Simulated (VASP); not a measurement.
Here is a VASP 6.6.1 calculation.

Contents of INCAR:

```
SYSTEM = WC
PREC = Accurate ; ENCUT = 600
EDIFF = 1E-7 ; ISMEAR = 0
SIGMA = 0.1 ; LREAL = .False.
LASPH = .True. ; NELM = 120
ALGO = Normal ; ISIF = 3
LWAVE = .False. ; LCHARG = .False.
GGA = PE ; IBRION = 2
NSW = 100 ; EDIFFG = -0.002
GGA_COMPAT = .False. ; NELMIN = 4
```

Contents of KPOINTS:

```
Automatic mesh
0
Gamma
  18 18 14
  0 0 0
```

The input POSCAR:

```
WC
1.0
    2.9224655578      0.0000000000      0.0000000000
   -1.4612327789      2.5309294148      0.0000000000
    0.0000000000      0.0000000000      2.8463897384
W C
1 1
Direct
    0.0000000000      0.0000000000      0.0000000000
    0.6666666667      0.3333333333      0.5000000000
```

Potentials or basis: VASP PAW PBE potentials, release 64 (W_sv, C).

Launch:

```bash
$ cat potpaw_PBE.64/W_sv/POTCAR potpaw_PBE.64/C/POTCAR > POTCAR
$ mpirun -np 1 vasp_std > vasp.out
```

Predict the relaxed cell.

a = 2.924 Å, b = 2.924 Å, c = 2.850 Å, α = 90.00°, β = 90.00°, γ = 120.00°.

What does it give for the band gap on the k mesh?

Zero (bands 9 and 10 overlap by 1.19 eV).

What does it give for the relaxed volume?

10.55 Å³/atom.

Final structure:
```
W C
1.0
     2.92404    0.00000    0.00000
    -1.46202    2.53230    0.00000
     0.00000    0.00000    2.84989
W C
1 1
Direct
  0.00000 0.00000 0.00000
  0.66667 0.33333 0.50000
```

Caveat: spin-orbit coupling is left out, which moves the levels of the heavy elements.
